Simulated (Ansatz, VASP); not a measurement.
# MgTeF6: VASP beside Ansatz

INCAR

```
SYSTEM = MgTeF6
ALGO = Normal ; EDIFF = 1E-7
ENCUT = 520 ; GGA = PE
ISIF = 2 ; ISMEAR = 0
LASPH = .True. ; LCHARG = .False.
LREAL = .False. ; LWAVE = .False.
NBANDS = 35 ; NELM = 80
PREC = Accurate ; SIGMA = 0.1
```

File KPOINTS:

```
k-points
0
Gamma
  4 4 4
  0 0 0
```

File POSCAR:

```
MgTeF6
1.0
    5.0406213400      0.0000000000      0.0000000000
    0.0000000000      5.0406213400      0.0000000000
    0.0000000000      0.0000000000      5.0406213400
Mg Te F
1 1 6
Direct
    0.0000000000      0.0000000000      0.0000000000
    0.5000000000      0.5000000000      0.5000000000
    0.5000000000      0.0000000000      0.0000000000
    0.0000000000      0.5000000000      0.0000000000
    0.0000000000      0.0000000000      0.5000000000
    0.0000000000      0.5000000000      0.5000000000
    0.5000000000      0.0000000000      0.5000000000
    0.5000000000      0.5000000000      0.0000000000
```

Input for Ansatz:

```yaml
crystal:
  lattice:
    - [5.04062134, 0.0, 0.0]
    - [0.0, 5.04062134, 0.0]
    - [0.0, 0.0, 5.04062134]
  atoms:
    - { symbol: Mg, position: [0.0, 0.0, 0.0] }
    - { symbol: Te, position: [0.5, 0.5, 0.5] }
    - { symbol: F, position: [0.5, 0.0, 0.0] }
    - { symbol: F, position: [0.0, 0.5, 0.0] }
    - { symbol: F, position: [0.0, 0.0, 0.5] }
    - { symbol: F, position: [0.0, 0.5, 0.5] }
    - { symbol: F, position: [0.5, 0.0, 0.5] }
    - { symbol: F, position: [0.5, 0.5, 0.0] }
basis:
  ecutwfc: 420
kpoints:
  mp_grid: { grid: [4, 4, 4] }
hamiltonian:
  xc: pbe
scf:
  occupations: { method: gaussian, width: 0.1 }
  lower_state_search: "off"
output:
  forces: true
  stress: true
  eigenvalues: true
```

Alike in both runs: task single point; functional PBE; k mesh 4 × 4 × 4; occupations gaussian, width 0.1 eV; no spin polarisation.

```csv
,VASP,Ansatz
version,VASP 6.6.1,Ansatz 0.2.0
potentials or method,"VASP PAW PBE potentials, release 64 (Mg, Te, F), cutoff 520 eV","scalar-relativistic, plane waves, PAW"
valence electrons in the cell,50,68
```

|  | VASP | Ansatz | Ansatz less VASP |
| --- | --- | --- | --- |
| gap on the k mesh at the Fermi level (eV) | none | none | - |
| pressure (GPa) | -15.3 | -15.0 | +0.34 |

A gap of «none» marks a metal or a gap that the smearing closes. The functional is the same, so the differences come from potentials, cutoffs and numerics. VASP's potentials hold 50 valence electrons a cell and Ansatz's 68, so a difference there can come from the potentials and not from the codes.

Neither program's run includes spin-orbit coupling.
